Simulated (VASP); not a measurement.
# Pt (Fm-3m) in VASP: settings compared

Pt is run at these levels: r2SCAN, RPBE+D4; tasks: single point, relaxation of cell and atoms.

Everything below comes from runs of VASP 6.6.1. Logs are shortened: lines on timing, memory, paths and dates and some standing lists are left out, and cuts for length are marked.

## 1. The cell of the first run

Symmetry: Fm-3m, No. 225, cubic system. Conventional cell: a = 3.999 Å, b = 3.999 Å, c = 3.999 Å, α = 90.00°, β = 90.00°, γ = 90.00°. Within 3.7 Å of Pt (site symmetry m-3m) lie 12 Pt at 2.83 Å.

## 2. Single point, r2SCAN

Contents of POSCAR:

```
Pt
1.0
    0.0000000000      1.9993587835      1.9993587835
    1.9993587835      0.0000000000      1.9993587835
    1.9993587835      1.9993587835      0.0000000000
Pt
1
Direct
    0.0000000000      0.0000000000      0.0000000000
```

Contents of INCAR.step1:

```
SYSTEM = Pt
  ALGO = Normal
  EDIFF = 1E-4
  ENCUT = 520
  GGA = PE
  ISMEAR = -1
  LASPH = .True.
  LCHARG = .False.
  LREAL = .False.
  LWAVE = .True.
  NBANDS = 11
  NELM = 80
  PREC = Accurate
  SIGMA = 0.05
```

Contents of INCAR.step2:

```
SYSTEM = Pt
  ALGO = Normal
  EDIFF = 1E-6
  ENCUT = 520
  ISIF = 2
  ISMEAR = -1
  ISTART = 1
  LASPH = .True.
  LCHARG = .True.
  LELF = .True.
  LMIXTAU = .True.
  LREAL = .False.
  LVHAR = .True.
  LWAVE = .False.
  METAGGA = R2SCAN
  NBANDS = 11
  NELM = 80
  PREC = Accurate
  SIGMA = 0.05
```

Contents of KPOINTS:

```
k-points
0
Gamma
  12 12 12
  0 0 0
```

Potentials or basis: VASP PAW PBE potentials, release 64 (Pt).

Launch:

```
$ cat potpaw_PBE.64/Pt/POTCAR > POTCAR
$ cp INCAR.step1 INCAR
$ mpirun -np 1 vasp_std > vasp.out
$ cp INCAR.step2 INCAR
$ mpirun -np 1 vasp_std > vasp.out
```

OUTCAR:

```text
SYSTEM = Pt
   EDIFF = 1E-6
   ENCUT = 520
   ISIF = 2
   ISMEAR = -1
   ISTART = 1
   LASPH = .True.
   LREAL = .False.
   METAGGA = R2SCAN
   NELM = 80
   PREC = Accurate

 ion  position               nearest neighbor table
   1  0.000  0.000  0.000-

  LATTYP: Found a face centered cubic cell.
 ALAT       =     3.9987175670

  Lattice vectors:

 A1 = (   0.0000000000,   1.9993587835,   1.9993587835)
 A2 = (   1.9993587835,   0.0000000000,   1.9993587835)
 A3 = (   1.9993587835,   1.9993587835,   0.0000000000)

Analysis of symmetry for initial positions (statically):
=====================================================================
 Subroutine PRICEL returns:
 Original cell was already a primitive cell.

 Routine SETGRP: Setting up the symmetry group for a
 face centered cubic supercell.

 Subroutine GETGRP returns: Found 48 space group operations
 (whereof 48 operations were pure point group operations)
 out of a pool of 48 trial point group operations.

The static configuration has the point symmetry O_h .

Analysis of symmetry for dynamics (positions and initial velocities):
=====================================================================
 Subroutine PRICEL returns:
 Original cell was already a primitive cell.

 Routine SETGRP: Setting up the symmetry group for a
 face centered cubic supercell.

 Subroutine GETGRP returns: Found 48 space group operations
 (whereof 48 operations were pure point group operations)
 out of a pool of 48 trial point group operations.

The dynamic configuration has the point symmetry O_h .

 Subroutine INISYM returns: Found 48 space group operations
 (whereof 48 operations are pure point group operations),
 and found     1 'primitive' translations

----------------------------------------------------------------------------------------

                                     Primitive cell

  volume of cell :      15.9846

  direct lattice vectors                    reciprocal lattice vectors
     0.000000000  1.999358783  1.999358783    -0.250080178  0.250080178  0.250080178
     1.999358783  0.000000000  1.999358783     0.250080178 -0.250080178  0.250080178
     1.999358783  1.999358783  0.000000000     0.250080178  0.250080178 -0.250080178

  length of vectors
     2.827520308  2.827520308  2.827520308     0.433151574  0.433151574  0.433151574

  position of ions in fractional coordinates (direct lattice)
     0.000000000  0.000000000  0.000000000

  ion indices of the primitive-cell ions
   primitive index   ion index
                 1           1

----------------------------------------------------------------------------------------

 KPOINTS: k-points

Automatic generation of k-mesh.
 Grid dimensions read from file:
 generate k-points for:   12   12   12

 Generating k-lattice:

  Cartesian coordinates                     Fractional coordinates (reciprocal lattice)
    -0.020840015  0.020840015  0.020840015     0.083333333  0.000000000  0.000000000
     0.020840015 -0.020840015  0.020840015     0.000000000  0.083333333  0.000000000
     0.020840015  0.020840015 -0.020840015     0.000000000  0.000000000  0.083333333

  Length of vectors
     0.036095964  0.036095964  0.036095964

  Shift w.r.t. Gamma in fractional coordinates (k-lattice)
     0.000000000  0.000000000  0.000000000

 Subroutine IBZKPT returns following result:
 ===========================================

 Found     72 irreducible k-points:

 Following reciprocal coordinates:
            Coordinates               Weight
  0.000000  0.000000  0.000000      1.000000
  0.083333  0.000000  0.000000      8.000000
  0.166667  0.000000  0.000000      8.000000
  0.250000  0.000000  0.000000      8.000000
  0.333333  0.000000  0.000000      8.000000
  0.416667  0.000000  0.000000      8.000000
[... 16 lines left out ...]
  0.500000  0.166667  0.000000     24.000000
 -0.416667  0.166667  0.000000     24.000000
 [... further k-points ...]
   k-points           NKPTS =     72   k-points in BZ     NKDIM =     72   number of bands    NBANDS=     11
   number of dos      NEDOS =    301   number of ions     NIONS =      1
   total plane-waves  NPLWV =  13824
   dimension x,y,z NGX =    24 NGY =   24 NGZ =   24
   dimension x,y,z NGXF=    48 NGYF=   48 NGZF=   48
   ions per type =               1
   NGX,Y,Z   is equivalent  to a cutoff of  14.11, 14.11, 14.11 a.u.
   NGXF,Y,Z  is equivalent  to a cutoff of  28.22, 28.22, 28.22 a.u.
 SYSTEM =  Pt
   PREC   = accura    normal or accurate (medium, high low for compatibility)
   ISTART =      1    job   : 0-new  1-cont  2-samecut
   ICHARG =      0    charge: 1-file 2-atom 10-const
   ISPIN  =      1    spin polarized calculation?
   LNONCOLLINEAR =      F non collinear calculations
   LSORBIT =      F    spin-orbit coupling
   LASPH  =      T    aspherical Exc in radial PAW
   ENCUT  =  520.0 eV  38.22 Ry    6.18 a.u.   5.26  5.26  5.26*2*pi/ulx,y,z
   NELM   =     80;   NELMIN=  2; NELMDL=  0     # of ELM steps
   EDIFF  = 0.1E-05   stopping-criterion for ELM
   LREAL  =      F    real-space projection
   EDIFFG = 0.1E-04   stopping-criterion for IOM
   NSW    =      0    number of steps for IOM
   IBRION =     -1    ionic relax: 0-MD 1-quasi-New 2-CG
   NFREE  =      0    steps in history (QN), initial steepest desc. (CG)
   ISIF   =      2    stress and relaxation
   ISYM   =      2    0-nonsym 1-usesym 2-fastsym
   POTIM  = 0.5000    time-step for ionic-motion
   TEBEG  =    0.0;   TEEND  =   0.0 temperature during run
   PSTRESS=    0.0 pullay stress
   NELECT =      10.0000    total number of electrons
   NUPDOWN=      -1.0000    fix difference up-down
   EMIN   =  10.00;   EMAX   =-10.00  energy-range for DOS
   EFERMI =   0.00;   METHOD = LEGACY
   ISMEAR =    -1;   SIGMA  =   0.05  broadening in eV -4-tet -1-fermi 0-gaus
   EFERMI_NEDOS =   21; number of points for ismear=-14 and -15
   IALGO  =     38    algorithm
   IMIX   =      4    mixing-type and parameters
     AMIX     =   0.40;   BMIX     =  1.00
     AMIX_MAG =   1.60;   BMIX_MAG =  1.00
  volume/ion in A,a.u.               =      15.98       107.87
  Fermi-wavevector in a.u.,A,eV,Ry     =   1.400148  2.645897 26.673076  1.960416
  Thomas-Fermi vector in A             =   2.523138
   LORBIT       =      0    0 simple, 1 ext, 2 COOP (PROOUT), +10 PAW based schemes
   METAGGA = R2SCAN    functional components
   LHFCALC =     F    Hartree Fock is set to
   AEXX    =    0.0000 exact exchange contribution
   IVDW    =     0    specifies the selected vdW correction
   LEPSILON=     F    determine dielectric tensor
   LRPA    =     F    only Hartree local field effects (RPA)
 non-spin polarized calculation
  energy-cutoff  :      520.00
  volume of cell :       15.98
 maximum number of plane-waves:       444
 NGX is ok and might be reduce to    24
   NGX = 11   NGY = 11   NGZ = 11

 number of electron      10.0000000 magnetization

 Free energy of the ion-electron system (eV)
  ---------------------------------------------------
  ext. energy  EPLUGINS =         0.00000000
  ---------------------------------------------------
  free energy    TOTEN  =       -51.49129823 eV

  energy without entropy =      -51.47581929  energy(sigma->0) =      -51.48355876

 E-fermi :   9.9489     XC(G=0): -14.2205

 val. band max:        9.9344817920   @ k =   0.4167   0.2500   0.0000
 cond. band min:       9.9492232315   @ k =  -0.4167   0.3333   0.0833
 fundamental gap:      0.0147414395
 Fermi energy:         9.9488690887

 k-point     1 :       0.0000    0.0000    0.0000
  band No.  band energies     occupation
      1       0.1024      2.00000
      2       6.3783      2.00000
      3       6.3783      2.00000
      4       6.3783      2.00000
      5       8.3395      2.00000
      6       8.3395      2.00000
      7      25.5582      0.00000
      8      30.3848      0.00000
      9      30.3848      0.00000
     10      30.3848      0.00000
     11      36.0331      0.00000

 k-point     2 :       0.0833    0.0000    0.0000
  band No.  band energies     occupation
      1       0.3758      2.00000
      2       6.2671      2.00000
      3       6.4812      2.00000
      4       6.4812      2.00000
      5       8.2883      2.00000
      6       8.2883      2.00000
      7      25.9494      0.00000
      8      29.0485      0.00000
      9      30.7782      0.00000
     10      30.7782      0.00000
     11      37.2104      0.00000

 k-point     3 :       0.1667    0.0000    0.0000
  band No.  band energies     occupation
      1       1.1356      2.00000
      2       6.0472      2.00000
      3       6.6870      2.00000
      4       6.6870      2.00000
      5       8.2560      2.00000
      6       8.2560      2.00000
      7      26.4286      0.00000
      8      26.9648      0.00000
      9      31.8524      0.00000
     10      31.8524      0.00000
     11      35.3392      0.00000

 k-point     4 :       0.2500    0.0000    0.0000
  band No.  band energies     occupation
      1       2.1258      2.00000
      2       6.0778      2.00000
      3       6.7189      2.00000
      4       6.7189      2.00000
      5       8.5417      2.00000
      6       8.5417      2.00000
      7      23.6327      0.00000
      8      27.1180      0.00000
      9      32.9564      0.00000
     10      32.9564      0.00000
     11      34.1902      0.00000

 k-point     5 :       0.3333    0.0000    0.0000
  band No.  band energies     occupation
      1       2.7977      2.00000
      2       6.5428      2.00000
      3       6.5428      2.00000
      4       6.9524      2.00000
      5       9.1430      2.00000
      6       9.1430      2.00000
      7      20.3921      0.00000
      8      26.2661      0.00000
      9      31.6808      0.00000
     10      31.6808      0.00000
     11      35.7481      0.00000
[... 211 lines left out ...]
 k-point    21 :       0.3333    0.1667    0.0000
  band No.  band energies     occupation
      1       3.2024      2.00000
      2       5.2675      2.00000
      3       6.4636      2.00000
      4       7.3904      2.00000
      5       8.9702      2.00000
      6       9.4100      1.99996
      7      23.0102      0.00000
      8      27.7351      0.00000
      9      28.1492      0.00000
     10      30.2621      0.00000
     11      34.5920      0.00000

 k-point    22 :       0.4167    0.1667    0.0000
  band No.  band energies     occupation
      1       3.6358      2.00000
      2       5.7817      2.00000
      3       6.2577      2.00000
      4       7.2098      2.00000
      5       9.8858      1.55870
      6      10.5326      0.00002
      7      19.4944      0.00000
      8      26.6429      0.00000
      9      27.5996      0.00000
     10      29.4035      0.00000
     11      37.3335      0.00000

 k-point    23 :       0.5000    0.1667    0.0000
  band No.  band energies     occupation
      1       3.7138      2.00000
      2       5.7683      2.00000
      3       6.9998      2.00000
      4       7.0258      2.00000
      5      10.0127      0.43624
      6      12.4874      0.00000
      7      16.4122      0.00000
      8      25.7792      0.00000
      9      27.7241      0.00000
     10      28.1912      0.00000
     11      37.9011      0.00000

 k-point    24 :      -0.4167    0.1667    0.0000
  band No.  band energies     occupation
      1       3.7671      2.00000
      2       5.7786      2.00000
      3       6.9391      2.00000
      4       7.3124      2.00000
      5       9.6514      1.99480
      6      13.0621      0.00000
      7      15.9181      0.00000
      8      25.2112      0.00000
      9      27.5052      0.00000
     10      28.8398      0.00000
     11      37.4396      0.00000

 [... further k-points ...]
[... 5 lines left out ...]
  --------------------------------------------------------------------------------------
  -------------------------------------------------------------------------------------
  Total       -0.9966004     -0.9966004     -0.9966004      0.0000000      0.0000000      0.0000000
  in kB      -99.8917127    -99.8917127    -99.8917127      0.0000000      0.0000000      0.0000000
  external PRESSURE =     -99.8917127 kB  Pullay stress =       0.0000000 kB

 VOLUME and BASIS-vectors are now :
 -----------------------------------------------------------------------------
  energy-cutoff  :      520.00
  volume of cell :       15.98
      direct lattice vectors                 reciprocal lattice vectors
     0.000000000  1.999358783  1.999358783    -0.250080178  0.250080178  0.250080178
     1.999358783  0.000000000  1.999358783     0.250080178 -0.250080178  0.250080178
     1.999358783  1.999358783  0.000000000     0.250080178  0.250080178 -0.250080178

 POSITION                                       TOTAL-FORCE (eV/Angst)
 -----------------------------------------------------------------------------------
      0.00000      0.00000      0.00000         0.000000      0.000000      0.000000
 -----------------------------------------------------------------------------------
    total drift:                               -0.000000     -0.000000     -0.000000

  FREE ENERGIE OF THE ION-ELECTRON SYSTEM (eV)
  ---------------------------------------------------
  free  energy   TOTEN  =       -51.4912982305 eV

  energy  without entropy=      -51.4758192891  energy(sigma->0) =      -51.48355876
```

Wall time 2.4 min (1 thread of AMD EPYC 7R13, shared host); peak memory 0.12 GiB.

Results:

| Item | Value |
| --- | --- |
| Free energy | -51.4913 eV |
| Pressure | -10.0 GPa |
| Band gap on the k mesh | zero (band 5 reaches 10.41 eV, above the bottom of band 6 at 8.26 eV) |

Caveat: the PAW data sets were made with another functional, which shifts forces and pressure a little; spin-orbit coupling is left out, which moves the levels of the heavy elements.

## 3. Relaxation of cell and atoms, RPBE+D4

This run uses another cell than the first one, of 15.08 Å³/atom, 0.943 times its volume.

Contents of INCAR:

```
SYSTEM = Pt
PREC = Accurate
ENCUT = 600
EDIFF = 1E-7
ISMEAR = -1
SIGMA = 0.05
LREAL = .False.
LASPH = .True.
NELM = 100
ALGO = Normal
ISIF = 3
LWAVE = .False.
LCHARG = .False.
GGA = RP
IVDW = 13
IBRION = 2
NSW = 60
EDIFFG = -0.01
```

Contents of KPOINTS:

```
Automatic mesh
0
Gamma
  12 12 12
  0 0 0
```

Contents of POSCAR:

```
Pt
1.0
    0.0000000000      1.9609000000      1.9609000000
    1.9609000000      0.0000000000      1.9609000000
    1.9609000000      1.9609000000      0.0000000000
Pt
1
Direct
    0.0000000000      0.0000000000      0.0000000000
```

Potentials or basis: VASP PAW PBE potentials, release 64 (Pt).

Launch:

```
$ cat potpaw_PBE.64/Pt/POTCAR > POTCAR
$ mpirun -np 1 vasp_std > vasp.out
```

Wall time 56 s (1 thread of AMD EPYC 7R13, shared host); peak memory 0.12 GiB.

It converged, with:

- Free energy: -6.8992 eV
- Relaxed volume: 15.05 Å³/atom
- Relaxed cell: a = 2.771 Å, b = 2.771 Å, c = 2.771 Å, α = 60.00°, β = 60.00°, γ = 60.00°
- Space group after relaxing (to 0.05 Å): Fm-3m (No. 225)
- Energy gained by relaxing: 0.0 meV/atom
- Ionic steps: 3
- Pressure after relaxing: 0.0 GPa
- Band gap on the k mesh: zero (band 5 reaches 11.89 eV, above the bottom of band 6 at 9.65 eV)
- Dispersion energy per atom: -1.465 eV

Final structure:
```cif
data_structure
_symmetry_space_group_name_H-M 'P 1'
_symmetry_Int_Tables_number 1
_cell_length_a 2.7715
_cell_length_b 2.7715
_cell_length_c 2.7715
_cell_angle_alpha 60.000
_cell_angle_beta 60.000
_cell_angle_gamma 60.000
_cell_volume 15.05
loop_
_atom_site_label
_atom_site_type_symbol
_atom_site_fract_x
_atom_site_fract_y
_atom_site_fract_z
_atom_site_occupancy
Pt1 Pt 0.00000 0.00000 0.00000 1
```

Levels at points of the mesh, in eV from the Fermi level:
| k point | band 1 | band 2 | band 3 | band 4 | band 5 | band 6 | band 7 | band 8 | band 9 |
| --- | --- | --- | --- | --- | --- | --- | --- | --- | --- |
| (0.00, 0.00, 0.00) | -10.23 | -3.81 | -3.81 | -3.81 | -1.65 | -1.65 | 14.59 | 19.59 | 19.59 |
| (0.50, 0.00, 0.00) | -7.35 | -3.88 | -3.88 | -0.48 | 0.02 | 0.02 | 5.87 | 14.16 | 18.99 |
| (0.50, 0.50, 0.00) | -7.11 | -6.65 | -0.02 | 0.48 | 0.48 | 1.78 | 8.92 | 11.40 | 11.40 |

Caveat: the PAW data sets were made with another functional, which shifts forces and pressure a little; spin-orbit coupling is left out, which moves the levels of the heavy elements; pairwise dispersion overbinds metals, which lowers pressure and volume.
